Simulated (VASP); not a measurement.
# CaO (I4/mmm) in VASP: notebook

Runs on CaO. Level: HSE06. Tasks: single point.

Program: VASP 6.6.1. These are calculated values, not measurements. Logs are shortened: lines on timing, memory, paths and dates and some standing lists are left out, and cuts for length are marked.

## Step 1: The cell of the first run

Symmetry: I4/mmm, No. 139, tetragonal system. Conventional cell: a = 3.357 Å, b = 3.357 Å, c = 4.819 Å, α = 90.00°, β = 90.00°, γ = 90.00°. Ca (site symmetry 4/mmm) has 6 O at 2.37 to 2.41 Å within 3.1 Å. O (site symmetry 4/mmm) has 6 Ca at 2.37 to 2.41 Å within 3.1 Å.

## Step 2: Single point, HSE06 (epitaxial xy strain -1.0%)

POSCAR reads:

```
CaO
1.0
    0.0000000000      2.3735746124      2.4095378641
    2.3735746124      0.0000000000      2.4095378641
    2.3735746124      2.3735746124      0.0000000000
Ca O
1 1
Direct
    0.0000000000      0.0000000000      0.0000000000
    0.5000000000      0.5000000000      0.5000000000
```

INCAR.step1 reads:

```
PREC = Accurate
ENCUT = 520
EDIFF = 1E-5
ISMEAR = 0
SIGMA = 0.01
LREAL = F
LASPH = T
NELM = 80
ALGO = Normal
ISIF = 2
LWAVE = T
GGA = PE
NBANDS = 15
```

INCAR.step2 reads:

```
PREC = Accurate
ENCUT = 520
EDIFF = 1E-6
ISMEAR = 0
SIGMA = 0.01
LREAL = F
LASPH = T
NELM = 80
ALGO = Normal
ISIF = 2
LWAVE = F
LCHARG = T
GGA = PE
LHFCALC = T
HFSCREEN = 0.2079
PRECFOCK = Normal
LELF = T
LVHAR = T
ISTART = 1
NBANDS = 15
```

KPOINTS reads:

```
regular mesh
0
Gamma
  6 6 6
```

Potentials or basis: VASP PAW PBE potentials, release 64 (Ca_sv, O).

The run is started by

```sh
> cat potpaw_PBE.64/Ca_sv/POTCAR potpaw_PBE.64/O/POTCAR > POTCAR
> cp INCAR.step1 INCAR
> mpirun -np 1 vasp_std > vasp.out
> cp INCAR.step2 INCAR
> mpirun -np 1 vasp_std > vasp.out
```

OUTCAR:

```text
PREC = Accurate
   ENCUT = 520
   EDIFF = 1E-6
   ISMEAR = 0
   LREAL = F
   LASPH = T
   NELM = 80
   ISIF = 2
   GGA = PE
   LHFCALC = T
   HFSCREEN = 0.2079
   PRECFOCK = Normal
   ISTART = 1

 ion  position               nearest neighbor table
   1  0.000  0.000  0.000-   2 2.37   2 2.37   2 2.37   2 2.37   2 2.41   2 2.41
   2  0.500  0.500  0.500-   1 2.37   1 2.37   1 2.37   1 2.37   1 2.41   1 2.41

  LATTYP: Found a body centered tetragonal cell.
 ALAT       =     3.3567414082
 C/A-ratio  =     1.4356410406

  Lattice vectors:

 A1 = (  -2.3735746124,   0.0000000000,   2.4095378641)
 A2 = (   2.3735746124,   0.0000000000,   2.4095378641)
 A3 = (   0.0000000000,   2.3735746124,  -2.4095378641)

Analysis of symmetry for initial positions (statically):
=====================================================================
 Subroutine PRICEL returns:
 Original cell was already a primitive cell.

 Routine SETGRP: Setting up the symmetry group for a
 body centered tetragonal supercell.

 Subroutine GETGRP returns: Found 16 space group operations
 (whereof 16 operations were pure point group operations)
 out of a pool of 16 trial point group operations.

The static configuration has the point symmetry D_4h.

Analysis of symmetry for dynamics (positions and initial velocities):
=====================================================================
 Subroutine PRICEL returns:
 Original cell was already a primitive cell.

 Routine SETGRP: Setting up the symmetry group for a
 body centered tetragonal supercell.

 Subroutine GETGRP returns: Found 16 space group operations
 (whereof 16 operations were pure point group operations)
 out of a pool of 16 trial point group operations.

The dynamic configuration has the point symmetry D_4h.

 Subroutine INISYM returns: Found 16 space group operations
 (whereof 16 operations are pure point group operations),
 and found     1 'primitive' translations

----------------------------------------------------------------------------------------

                                     Primitive cell

  volume of cell :      27.1500

  direct lattice vectors                    reciprocal lattice vectors
     0.000000000  2.373574612  2.409537864    -0.210652742  0.210652742  0.207508671
     2.373574612  0.000000000  2.409537864     0.210652742 -0.210652742  0.207508671
     2.373574612  2.373574612  0.000000000     0.210652742  0.210652742 -0.207508671

  length of vectors
     3.382266867  3.382266867  3.356741408     0.363055098  0.363055098  0.363055098

  position of ions in fractional coordinates (direct lattice)
     0.000000000  0.000000000  0.000000000
     0.500000000  0.500000000  0.500000000

  ion indices of the primitive-cell ions
   primitive index   ion index
                 1           1
                 2           2

----------------------------------------------------------------------------------------

 KPOINTS: regular mesh

Automatic generation of k-mesh.
 Grid dimensions read from file:
 generate k-points for:    6    6    6

 Generating k-lattice:

  Cartesian coordinates                     Fractional coordinates (reciprocal lattice)
    -0.035108790  0.035108790  0.034584779     0.166666667 -0.000000000  0.000000000
     0.035108790 -0.035108790  0.034584779    -0.000000000  0.166666667  0.000000000
     0.035108790  0.035108790 -0.034584779     0.000000000  0.000000000  0.166666667

  Length of vectors
     0.060509183  0.060509183  0.060509183

  Shift w.r.t. Gamma in fractional coordinates (k-lattice)
     0.000000000  0.000000000  0.000000000

 Subroutine IBZKPT returns following result:
 ===========================================

 Found     30 irreducible k-points:

 Following reciprocal coordinates:
            Coordinates               Weight
  0.000000  0.000000  0.000000      1.000000
  0.166667  0.000000  0.000000      8.000000
  0.333333  0.000000  0.000000      8.000000
  0.500000  0.000000  0.000000      4.000000
  0.166667  0.166667  0.000000      2.000000
  0.333333  0.166667  0.000000      8.000000
[... 16 lines left out ...]
  0.333333  0.000000  0.333333      4.000000
  0.500000  0.000000  0.333333     16.000000
 [... further k-points ...]
   k-points           NKPTS =     30   k-points in BZ     NKDIM =    216   number of bands    NBANDS=     15
   number of dos      NEDOS =    301   number of ions     NIONS =      2
   total plane-waves  NPLWV =  21952
   dimension x,y,z NGX =    28 NGY =   28 NGZ =   28
   dimension x,y,z NGXF=    56 NGYF=   56 NGZF=   56
   ions per type =               1   1
   NGX,Y,Z   is equivalent  to a cutoff of  13.76, 13.76, 13.87 a.u.
   NGXF,Y,Z  is equivalent  to a cutoff of  27.53, 27.53, 27.73 a.u.
 SYSTEM =  unknown system
   PREC   = accura    normal or accurate (medium, high low for compatibility)
   ISTART =      1    job   : 0-new  1-cont  2-samecut
   ICHARG =      0    charge: 1-file 2-atom 10-const
   ISPIN  =      1    spin polarized calculation?
   LNONCOLLINEAR =      F non collinear calculations
   LSORBIT =      F    spin-orbit coupling
   LASPH  =      T    aspherical Exc in radial PAW
   ENCUT  =  520.0 eV  38.22 Ry    6.18 a.u.   6.29  6.29  6.24*2*pi/ulx,y,z
   NELM   =     80;   NELMIN=  2; NELMDL=  0     # of ELM steps
   EDIFF  = 0.1E-05   stopping-criterion for ELM
   LREAL  =      F    real-space projection
   EDIFFG = 0.1E-04   stopping-criterion for IOM
   NSW    =      0    number of steps for IOM
   IBRION =     -1    ionic relax: 0-MD 1-quasi-New 2-CG
   NFREE  =      0    steps in history (QN), initial steepest desc. (CG)
   ISIF   =      2    stress and relaxation
   ISYM   =      3    0-nonsym 1-usesym 2-fastsym
   POTIM  = 0.5000    time-step for ionic-motion
   TEBEG  =    0.0;   TEEND  =   0.0 temperature during run
   PSTRESS=    0.0 pullay stress
   NELECT =      16.0000    total number of electrons
   NUPDOWN=      -1.0000    fix difference up-down
   EMIN   =  10.00;   EMAX   =-10.00  energy-range for DOS
   EFERMI =   0.00;   METHOD = LEGACY
   ISMEAR =     0;   SIGMA  =   0.01  broadening in eV -4-tet -1-fermi 0-gaus
   EFERMI_NEDOS =   21; number of points for ismear=-14 and -15
   IALGO  =     38    algorithm
   IMIX   =      1    mixing-type and parameters
     AMIX     =   0.40;   BMIX     =  1.00
     AMIX_MAG =   1.60;   BMIX_MAG =  1.00
  volume/ion in A,a.u.               =      13.57        91.61
  Fermi-wavevector in a.u.,A,eV,Ry     =   1.372540  2.593724 25.631550  1.883866
  Thomas-Fermi vector in A             =   2.498138
   LORBIT       =      0    0 simple, 1 ext, 2 COOP (PROOUT), +10 PAW based schemes
   GGA     = PE    functional components
   LHFCALC =     T    Hartree Fock is set to
   PRECFOCK=normal    Normal, Fast or Accurate (Low or Medium for compatibility)
   ENCUT4O =  -1.0   cutoff for four orbital integrals eV
   NKREDX  =     1    reduce k-point grid by
   NKREDY  =     1    reduce k-point grid by
   NKREDZ  =     1    reduce k-point grid by
   AEXX    =    0.2500 exact exchange contribution
   HFSCREEN=    0.2079 screening length (either q_TF or 0.3 A-1)
   HFSCREENC=   0.2079 screening length for correlation (either q_TF or 0.3 A-1)
   ENCUTFOCK=  -1.0 apply spherical cutoff to Coloumb kernel
   IVDW    =     0    specifies the selected vdW correction
   LEPSILON=     F    determine dielectric tensor
   LRPA    =     F    only Hartree local field effects (RPA)
 non-spin polarized calculation
 Gauss-broadening in eV      SIGMA  =   0.01
  energy-cutoff  :      520.00
  volume of cell :       27.15
 maximum number of plane-waves:       748
 NGX is ok and might be reduce to    28
  NGX = 20; NGY = 20; NGZ = 20

 number of electron      15.9999996 magnetization

 Free energy of the ion-electron system (eV)
  ---------------------------------------------------
  ext. energy  EPLUGINS =         0.00000000
  ---------------------------------------------------
  free energy    TOTEN  =       -14.86976120 eV

  energy without entropy =      -14.86976120  energy(sigma->0) =      -14.86976120

 E-fermi :   1.5192     XC(G=0):  -8.7011

 val. band max:        1.4204089521   @ k =   0.0000   0.0000   0.0000
 cond. band min:       6.6873300213   @ k =   0.5000   0.0000   0.5000
 fundamental gap:      5.2669210693
 Fermi energy:         1.5191783264

 k-point     1 :       0.0000    0.0000    0.0000
  band No.  band energies     occupation
      1     -38.6796      2.00000
      2     -17.9572      2.00000
      3     -17.9501      2.00000
      4     -17.9501      2.00000
      5     -15.6737      2.00000
      6       1.3940      2.00000
      7       1.4204      2.00000
      8       1.4204      2.00000
      9       7.8214      0.00000
     10       9.5852      0.00000
     11       9.6991      0.00000
     12       9.6991      0.00000
     13      11.2636      0.00000
     14      11.4026      0.00000
     15      18.2443      0.00000

 k-point     2 :       0.1667    0.0000    0.0000
  band No.  band energies     occupation
      1     -38.6505      2.00000
      2     -18.4254      2.00000
      3     -17.9708      2.00000
      4     -17.9611      2.00000
      5     -15.1749      2.00000
      6       0.5093      2.00000
      7       1.0323      2.00000
      8       1.0423      2.00000
      9       8.9833      0.00000
     10       9.5868      0.00000
     11      10.1550      0.00000
     12      10.2089      0.00000
     13      11.9617      0.00000
     14      12.1131      0.00000
     15      19.3777      0.00000
[... 365 lines left out ...]
      3     -18.1575      2.00000
      4     -18.1463      2.00000
      5     -15.0440      2.00000
      6      -0.4476      2.00000
      7       0.9910      2.00000
      8       1.0150      2.00000
      9       7.2481      0.00000
     10      10.7490      0.00000
     11      12.3065      0.00000
     12      12.7202      0.00000
     13      12.7428      0.00000
     14      14.4893      0.00000
     15      20.0619      0.00000

 k-point    24 :       0.5000    0.0000    0.3333
  band No.  band energies     occupation
      1     -38.5342      2.00000
      2     -18.7327      2.00000
      3     -18.3162      2.00000
      4     -18.1674      2.00000
      5     -15.0388      2.00000
      6      -0.1784      2.00000
      7       0.4917      2.00000
      8       0.7550      2.00000
      9       7.6129      0.00000
     10      11.7269      0.00000
     11      12.5850      0.00000
     12      12.9868      0.00000
     13      13.2250      0.00000
     14      15.4931      0.00000
     15      17.9036      0.00000

 [... further k-points ...]
[... 5 lines left out ...]
  --------------------------------------------------------------------------------------
  -------------------------------------------------------------------------------------
  Total        0.6387261      0.6387261      0.1807307      0.0000000      0.0000000     -0.0000000
  in kB       37.6925643     37.6925643     10.6653006      0.0000000      0.0000000     -0.0000000
  external PRESSURE =      28.6834764 kB  Pullay stress =       0.0000000 kB

 VOLUME and BASIS-vectors are now :
 -----------------------------------------------------------------------------
  energy-cutoff  :      520.00
  volume of cell :       27.15
      direct lattice vectors                 reciprocal lattice vectors
     0.000000000  2.373574612  2.409537864    -0.210652742  0.210652742  0.207508671
     2.373574612  0.000000000  2.409537864     0.210652742 -0.210652742  0.207508671
     2.373574612  2.373574612  0.000000000     0.210652742  0.210652742 -0.207508671

 POSITION                                       TOTAL-FORCE (eV/Angst)
 -----------------------------------------------------------------------------------
      0.00000      0.00000      0.00000         0.000000      0.000000      0.000000
      2.37357      2.37357      2.40954         0.000000      0.000000     -0.000000
 -----------------------------------------------------------------------------------
    total drift:                               -0.000000     -0.000000      0.000000

  FREE ENERGIE OF THE ION-ELECTRON SYSTEM (eV)
  ---------------------------------------------------
  free  energy   TOTEN  =       -14.8697612043 eV

  energy  without entropy=      -14.8697612043  energy(sigma->0) =      -14.86976120
```

Run time: 49 min. Hardware: 1 thread of Intel Xeon Platinum 8259CL at 2.50GHz (Skylake/Cascade Lake), shared host; peak memory 0.27 GiB.

What came out:

* Free energy: -14.8698 eV
* Pressure: 2.9 GPa
* Band gap on the k mesh: 5.27 eV (least direct gap 5.69 eV)

Stress tensor (GPa, compression positive):
```
3.77 0.00 0.00
0.00 3.77 0.00
0.00 0.00 1.07
```

Levels at points of the mesh, in eV from the valence-band top:
| k point | band 4 | band 5 | band 6 | band 7 | band 8 | band 9 | band 10 | band 11 | band 12 | band 13 |
| --- | --- | --- | --- | --- | --- | --- | --- | --- | --- | --- |
| (0.00, 0.00, 0.00) | -19.37 | -17.09 | -0.03 | 0.00 | 0.00 | 6.40 | 8.16 | 8.28 | 8.28 | 9.84 |
| (0.50, 0.00, 0.00) | -19.41 | -15.57 | -2.88 | -1.32 | -1.31 | 9.15 | 10.24 | 10.71 | 10.73 | 12.96 |
| (0.50, 0.50, 0.00) | -19.62 | -16.83 | -1.50 | -0.40 | -0.40 | 5.32 | 10.31 | 11.26 | 12.08 | 12.08 |
| (0.50, 0.00, 0.50) | -19.63 | -16.83 | -1.41 | -0.45 | -0.43 | 5.27 | 10.31 | 11.27 | 12.03 | 12.15 |

Caveat: the cell differs from its parent crystal (epitaxial xy strain -1.0%); the PAW data sets were made with another functional, which shifts forces and pressure a little. A k mesh can miss the band edges.

## Step 3: Single point, HSE06 (epitaxial xy strain +2.0%)

POSCAR reads:

```
CaO
1.0
    0.0000000000      2.4455011158      2.3735746124
    2.4455011158      0.0000000000      2.3735746124
    2.4455011158      2.4455011158      0.0000000000
Ca O
1 1
Direct
    0.0000000000      0.0000000000      0.0000000000
    0.5000000000      0.5000000000      0.5000000000
```

Edit INCAR.step1 of step 2 so:

```diff
@@ -11,3 +11,3 @@
 LWAVE = T
+NBANDS = 15
 GGA = PE
-NBANDS = 15
```

Edit INCAR.step2 of step 2 so:

```diff
@@ -18,3 +18,3 @@
 LVHAR = T
+NBANDS = 15
 ISTART = 1
-NBANDS = 15
```

KPOINTS is that of step 2.

Potentials or basis: VASP PAW PBE potentials, release 64 (Ca_sv, O).

The run is started by

```sh
> cat potpaw_PBE.64/Ca_sv/POTCAR potpaw_PBE.64/O/POTCAR > POTCAR
> cp INCAR.step1 INCAR
> mpirun -np 1 vasp_std > vasp.out
> cp INCAR.step2 INCAR
> mpirun -np 1 vasp_std > vasp.out
```

It took 1.8 h on 1 thread of Intel Xeon 8259CL, shared host; peak memory 0.25 GiB.

Results (log left out):

```yaml
Free_energy: -14.8667 eV
Pressure: -2.1 GPa
Band_gap_on_the_k_mesh: 5.20 eV (least direct gap 5.70 eV)
```

Stress tensor (GPa, compression positive):
```
-3.62  0.00  0.00
 0.00 -3.62  0.00
 0.00  0.00  0.89
```

Levels at points of the mesh, in eV from the valence-band top:
| k point | band 5 | band 6 | band 7 | band 8 | band 9 | band 10 | band 11 | band 12 |
| --- | --- | --- | --- | --- | --- | --- | --- | --- |
| (0.00, 0.00, 0.00) | -17.03 | -0.04 | -0.04 | 0.00 | 5.97 | 8.03 | 8.03 | 8.24 |
| (0.50, 0.00, 0.00) | -15.71 | -2.79 | -1.26 | -1.24 | 8.89 | 9.84 | 10.43 | 10.45 |
| (0.50, 0.50, 0.00) | -16.76 | -1.37 | -0.50 | -0.50 | 5.20 | 9.96 | 10.98 | 11.75 |
| (0.50, 0.00, 0.50) | -16.77 | -1.53 | -0.45 | -0.42 | 5.31 | 9.90 | 11.00 | 11.62 |

Caveat: the cell differs from its parent crystal (epitaxial xy strain +2.0%); the PAW data sets were made with another functional, which shifts forces and pressure a little. A k mesh can miss the band edges.
